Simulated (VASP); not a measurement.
# Tl (P6_3/mmc) in VASP: a series of runs

The runs below take Tl through single point, with LDA.

Program: VASP 6.6.1. These are calculated values, not measurements. Logs are shortened: lines on timing, memory, paths and dates and some standing lists are left out, and cuts for length are marked.

### Step 1. The cell of the first run

Symmetry: P6_3/mmc, No. 194, hexagonal system. Conventional cell: a = 3.385 Å, b = 3.385 Å, c = 5.412 Å, α = 90.00°, β = 90.00°, γ = 120.00°. Tl (site symmetry -6m2) has 12 Tl at 3.34 to 3.39 Å within 4.4 Å.

### Step 2. Single point, LDA (volume scaled by 0.94)

File INCAR:

```
  PREC = Accurate
  ENCUT = 520
  EDIFF = 1E-7
  ISMEAR = -1
  SIGMA = 0.05
  LREAL = F
  LASPH = T
  NELM = 60
  ALGO = Normal
  ISIF = 2
  LWAVE = F
  LCHARG = F
  GGA = CA
  NBANDS = 20
```

File KPOINTS:

```
regular mesh
0
Gamma
  11 11 6
```

File POSCAR:

```
Tl
1.0
    3.3854479818      0.0000000000      0.0000000000
   -1.6927239909      2.9318839554      0.0000000000
    0.0000000000      0.0000000000      5.4122132506
Tl
2
Direct
    0.3333333333      0.6666666667      0.2500000000
    0.6666666667      0.3333333333      0.7500000000
```

Potentials or basis: VASP PAW LDA potentials, release 64 (Tl_d).

Command:

```console
cat potpaw_LDA.64/Tl_d/POTCAR > POTCAR
mpirun -np 1 vasp_std > vasp.out
```

OUTCAR:

```text
PREC = Accurate
   ENCUT = 520
   EDIFF = 1E-7
   ISMEAR = -1
   LREAL = F
   LASPH = T
   NELM = 60
   ISIF = 2
   GGA = CA

 ion  position               nearest neighbor table
   1  0.333  0.667  0.250-   2 3.34   2 3.34   2 3.34   2 3.34   2 3.34   2 3.34
   2  0.667  0.333  0.750-   1 3.34   1 3.34   1 3.34   1 3.34   1 3.34   1 3.34

  LATTYP: Found a hexagonal cell.
 ALAT       =     3.3854479818
 C/A-ratio  =     1.5986697417

  Lattice vectors:

 A1 = (   3.3854479818,   0.0000000000,   0.0000000000)
 A2 = (  -1.6927239909,   2.9318839554,   0.0000000000)
 A3 = (   0.0000000000,   0.0000000000,   5.4122132506)

Analysis of symmetry for initial positions (statically):
=====================================================================
 Subroutine PRICEL returns:
 Original cell was already a primitive cell.

 Routine SETGRP: Setting up the symmetry group for a
 hexagonal supercell.

 Subroutine GETGRP returns: Found 24 space group operations
 (whereof 12 operations were pure point group operations)
 out of a pool of 24 trial point group operations.

The static configuration has the point symmetry D_3d.
 The point group associated with its full space group is D_6h.

Analysis of symmetry for dynamics (positions and initial velocities):
=====================================================================
 Subroutine PRICEL returns:
 Original cell was already a primitive cell.

 Routine SETGRP: Setting up the symmetry group for a
 hexagonal supercell.

 Subroutine GETGRP returns: Found 24 space group operations
 (whereof 12 operations were pure point group operations)
 out of a pool of 24 trial point group operations.

The dynamic configuration has the point symmetry D_3d.
 The point group associated with its full space group is D_6h.

 Subroutine INISYM returns: Found 24 space group operations
 (whereof 12 operations are pure point group operations),
 and found     1 'primitive' translations

----------------------------------------------------------------------------------------

                                     Primitive cell

  volume of cell :      53.7202

  direct lattice vectors                    reciprocal lattice vectors
     3.385447982  0.000000000  0.000000000     0.295381883  0.170538810  0.000000000
    -1.692723991  2.931883955  0.000000000     0.000000000  0.341077619  0.000000000
     0.000000000  0.000000000  5.412213251     0.000000000  0.000000000  0.184767295

  length of vectors
     3.385447982  3.385447982  5.412213251     0.341077619  0.341077619  0.184767295

  position of ions in fractional coordinates (direct lattice)
     0.333333333  0.666666667  0.250000000
     0.666666667  0.333333333  0.750000000

  ion indices of the primitive-cell ions
   primitive index   ion index
                 1           1
                 2           2

----------------------------------------------------------------------------------------

 KPOINTS: regular mesh

Automatic generation of k-mesh.
 Grid dimensions read from file:
 generate k-points for:   11   11    6

 Generating k-lattice:

  Cartesian coordinates                     Fractional coordinates (reciprocal lattice)
     0.026852898  0.015503528  0.000000000     0.090909091 -0.000000000  0.000000000
     0.000000000  0.031007056  0.000000000     0.000000000  0.090909091  0.000000000
     0.000000000  0.000000000  0.030794549     0.000000000  0.000000000  0.166666667

  Length of vectors
     0.031007056  0.031007056  0.030794549

  Shift w.r.t. Gamma in fractional coordinates (k-lattice)
     0.000000000  0.000000000  0.000000000

 Subroutine IBZKPT returns following result:
 ===========================================

 Found     64 irreducible k-points:

 Following reciprocal coordinates:
            Coordinates               Weight
  0.000000  0.000000  0.000000      1.000000
  0.090909  0.000000  0.000000      6.000000
  0.181818  0.000000  0.000000      6.000000
  0.272727 -0.000000  0.000000      6.000000
  0.363636  0.000000  0.000000      6.000000
  0.454545  0.000000  0.000000      6.000000
[... 16 lines left out ...]
  0.090909  0.090909  0.166667     12.000000
  0.181818  0.090909  0.166667     24.000000
 [... further k-points ...]
   k-points           NKPTS =     64   k-points in BZ     NKDIM =     64   number of bands    NBANDS=     20
   number of dos      NEDOS =    301   number of ions     NIONS =      2
   total plane-waves  NPLWV =  31360
   dimension x,y,z NGX =    28 NGY =   28 NGZ =   40
   dimension x,y,z NGXF=    56 NGYF=   56 NGZF=   80
   ions per type =               2
   NGX,Y,Z   is equivalent  to a cutoff of  13.75, 13.75, 12.29 a.u.
   NGXF,Y,Z  is equivalent  to a cutoff of  27.50, 27.50, 24.57 a.u.
 SYSTEM =  unknown system
   PREC   = accura    normal or accurate (medium, high low for compatibility)
   ISTART =      0    job   : 0-new  1-cont  2-samecut
   ICHARG =      2    charge: 1-file 2-atom 10-const
   ISPIN  =      1    spin polarized calculation?
   LNONCOLLINEAR =      F non collinear calculations
   LSORBIT =      F    spin-orbit coupling
   LASPH  =      T    aspherical Exc in radial PAW
   ENCUT  =  520.0 eV  38.22 Ry    6.18 a.u.   6.29  6.29 10.06*2*pi/ulx,y,z
   NELM   =     60;   NELMIN=  2; NELMDL= -5     # of ELM steps
   EDIFF  = 0.1E-06   stopping-criterion for ELM
   LREAL  =      F    real-space projection
   EDIFFG = 0.1E-05   stopping-criterion for IOM
   NSW    =      0    number of steps for IOM
   IBRION =     -1    ionic relax: 0-MD 1-quasi-New 2-CG
   NFREE  =      0    steps in history (QN), initial steepest desc. (CG)
   ISIF   =      2    stress and relaxation
   ISYM   =      2    0-nonsym 1-usesym 2-fastsym
   POTIM  = 0.5000    time-step for ionic-motion
   TEBEG  =    0.0;   TEEND  =   0.0 temperature during run
   PSTRESS=    0.0 pullay stress
   NELECT =      26.0000    total number of electrons
   NUPDOWN=      -1.0000    fix difference up-down
   EMIN   =  10.00;   EMAX   =-10.00  energy-range for DOS
   EFERMI =   0.00;   METHOD = LEGACY
   ISMEAR =    -1;   SIGMA  =   0.05  broadening in eV -4-tet -1-fermi 0-gaus
   EFERMI_NEDOS =   21; number of points for ismear=-14 and -15
   IALGO  =     38    algorithm
   IMIX   =      4    mixing-type and parameters
     AMIX     =   0.40;   BMIX     =  1.00
     AMIX_MAG =   1.60;   BMIX_MAG =  1.00
  volume/ion in A,a.u.               =      26.86       181.26
  Fermi-wavevector in a.u.,A,eV,Ry     =   1.285346  2.428951 22.478376  1.652114
  Thomas-Fermi vector in A             =   2.417486
   LORBIT       =      0    0 simple, 1 ext, 2 COOP (PROOUT), +10 PAW based schemes
   GGA     = CA    functional components
   LHFCALC =     F    Hartree Fock is set to
   AEXX    =    0.0000 exact exchange contribution
   IVDW    =     0    specifies the selected vdW correction
   LEPSILON=     F    determine dielectric tensor
   LRPA    =     F    only Hartree local field effects (RPA)
 non-spin polarized calculation
  energy-cutoff  :      520.00
  volume of cell :       53.72
 maximum number of plane-waves:      1466
 NGX is ok and might be reduce to    28
   NGX = 13   NGY = 13   NGZ = 21

 number of electron      26.0000002 magnetization

 Free energy of the ion-electron system (eV)
  ---------------------------------------------------
  ext. energy  EPLUGINS =         0.00000000
  ---------------------------------------------------
  free energy    TOTEN  =        -5.87582648 eV

  energy without entropy =       -5.86696081  energy(sigma->0) =       -5.87139365

 E-fermi :   6.9304     XC(G=0): -10.8180

 val. band max:        6.8921777613   @ k =   0.3636   0.0909   0.3333
 cond. band min:       6.9500750216   @ k =   0.3636   0.2727   0.3333
 fundamental gap:      0.0578972603
 Fermi energy:         6.9304225569

 k-point     1 :       0.0000    0.0000    0.0000
  band No.  band energies     occupation
      1      -4.9440      2.00000
      2      -4.6432      2.00000
      3      -4.6219      2.00000
      4      -4.6219      2.00000
      5      -4.5572      2.00000
      6      -4.5572      2.00000
[... 12 lines left out ...]
     19      18.1955      0.00000
     20      18.3632      0.00000

 k-point     2 :       0.0909    0.0000    0.0000
  band No.  band energies     occupation
      1      -4.9095      2.00000
      2      -4.6846      2.00000
      3      -4.5804      2.00000
      4      -4.5754      2.00000
      5      -4.5590      2.00000
      6      -4.5186      2.00000
[... 12 lines left out ...]
     19      18.3313      0.00000
     20      18.8654      0.00000

 k-point     3 :       0.1818    0.0000    0.0000
  band No.  band energies     occupation
      1      -4.8788      2.00000
      2      -4.6975      2.00000
      3      -4.5879      2.00000
      4      -4.5803      2.00000
      5      -4.5476      2.00000
      6      -4.4764      2.00000
[... 12 lines left out ...]
     19      17.8128      0.00000
     20      19.0108      0.00000

 k-point     4 :       0.2727   -0.0000    0.0000
  band No.  band energies     occupation
      1      -4.9394      2.00000
      2      -4.7103      2.00000
      3      -4.6946      2.00000
      4      -4.6044      2.00000
      5      -4.5401      2.00000
      6      -4.3526      2.00000
[... 12 lines left out ...]
     19      16.9083      0.00000
     20      18.0264      0.00000

 k-point     5 :       0.3636    0.0000    0.0000
  band No.  band energies     occupation
      1      -5.0138      2.00000
      2      -4.8086      2.00000
      3      -4.7662      2.00000
      4      -4.6524      2.00000
      5      -4.4593      2.00000
      6      -4.3873      2.00000
[... 12 lines left out ...]
     19      16.0724      0.00000
     20      17.3502      0.00000

 k-point     6 :       0.4545    0.0000    0.0000
  band No.  band energies     occupation
      1      -5.0590      2.00000
      2      -4.8776      2.00000
      3      -4.8037      2.00000
      4      -4.6796      2.00000
      5      -4.4209      2.00000
      6      -4.4140      2.00000
[... 12 lines left out ...]
     19      15.6060      0.00000
     20      17.0083      0.00000

 k-point     7 :       0.0909    0.0909    0.0000
  band No.  band energies     occupation
      1      -4.8607      2.00000
      2      -4.7262      2.00000
      3      -4.5590      2.00000
      4      -4.5476      2.00000
      5      -4.5415      2.00000
      6      -4.5233      2.00000
[... 12 lines left out ...]
     19      17.7898      0.00000
     20      18.8661      0.00000
[... 277 lines left out ...]
 k-point    20 :       0.2727   -0.0000    0.1667
  band No.  band energies     occupation
      1      -4.9234      2.00000
      2      -4.7719      2.00000
      3      -4.6786      2.00000
      4      -4.5818      2.00000
      5      -4.5264      2.00000
      6      -4.4096      2.00000
[... 12 lines left out ...]
     19      16.3194      0.00000
     20      17.5399      0.00000

 k-point    21 :       0.3636    0.0000    0.1667
  band No.  band energies     occupation
      1      -4.9931      2.00000
      2      -4.8795      2.00000
      3      -4.7263      2.00000
      4      -4.6179      2.00000
      5      -4.5128      2.00000
      6      -4.3996      2.00000
[... 12 lines left out ...]
     19      15.8377      0.00000
     20      16.9785      0.00000

 k-point    22 :       0.4545    0.0000    0.1667
  band No.  band energies     occupation
      1      -5.0340      2.00000
      2      -4.9465      2.00000
      3      -4.7583      2.00000
      4      -4.6406      2.00000
      5      -4.5481      2.00000
      6      -4.3555      2.00000
[... 12 lines left out ...]
     19      15.6520      0.00000
     20      16.6958      0.00000

 k-point    23 :       0.0909    0.0909    0.1667
  band No.  band energies     occupation
      1      -4.8436      2.00000
      2      -4.7126      2.00000
      3      -4.6302      2.00000
      4      -4.5839      2.00000
      5      -4.5630      2.00000
      6      -4.4985      2.00000
[... 12 lines left out ...]
     19      17.5120      0.00000
     20      18.4170      0.00000

 k-point    24 :       0.1818    0.0909    0.1667
  band No.  band energies     occupation
      1      -4.8504      2.00000
      2      -4.7303      2.00000
      3      -4.6667      2.00000
      4      -4.5893      2.00000
      5      -4.5677      2.00000
      6      -4.4127      2.00000
[... 12 lines left out ...]
     19      17.4391      0.00000
     20      18.3067      0.00000

 [... further k-points ...]
[... 5 lines left out ...]
  --------------------------------------------------------------------------------------
  -------------------------------------------------------------------------------------
  Total        0.1771205      0.1771205      0.3588563      0.0000000     -0.0000000      0.0000000
  in kB        5.2825262      5.2825262     10.7026986      0.0000000     -0.0000000      0.0000000
  external PRESSURE =       7.0892504 kB  Pullay stress =       0.0000000 kB

 VOLUME and BASIS-vectors are now :
 -----------------------------------------------------------------------------
  energy-cutoff  :      520.00
  volume of cell :       53.72
      direct lattice vectors                 reciprocal lattice vectors
     3.385447982  0.000000000  0.000000000     0.295381883  0.170538810  0.000000000
    -1.692723991  2.931883955  0.000000000     0.000000000  0.341077619  0.000000000
     0.000000000  0.000000000  5.412213251     0.000000000  0.000000000  0.184767295

 POSITION                                       TOTAL-FORCE (eV/Angst)
 -----------------------------------------------------------------------------------
     -0.00000      1.95459      1.35305        -0.000000     -0.000000      0.000000
      1.69272      0.97729      4.05916         0.000000      0.000000      0.000000
 -----------------------------------------------------------------------------------
    total drift:                               -0.000000      0.000000     -0.000000

  FREE ENERGIE OF THE ION-ELECTRON SYSTEM (eV)
  ---------------------------------------------------
  free  energy   TOTEN  =        -5.8758264817 eV

  energy  without entropy=       -5.8669608149  energy(sigma->0) =       -5.87139365
```

Wall time 19 s (1 thread of Intel Xeon 6975P-C (Granite Rapids), shared host); peak memory 0.18 GiB.

Results:

```
Free energy            : -5.8758 eV
Pressure               : 0.7 GPa
Band gap on the k mesh : zero (band 13 reaches 10.72 eV, above the bottom of band 14 at 4.63 eV)
```

Caveat: spin-orbit coupling is left out, which moves the levels of the heavy elements.

[end of part 1 of 2]
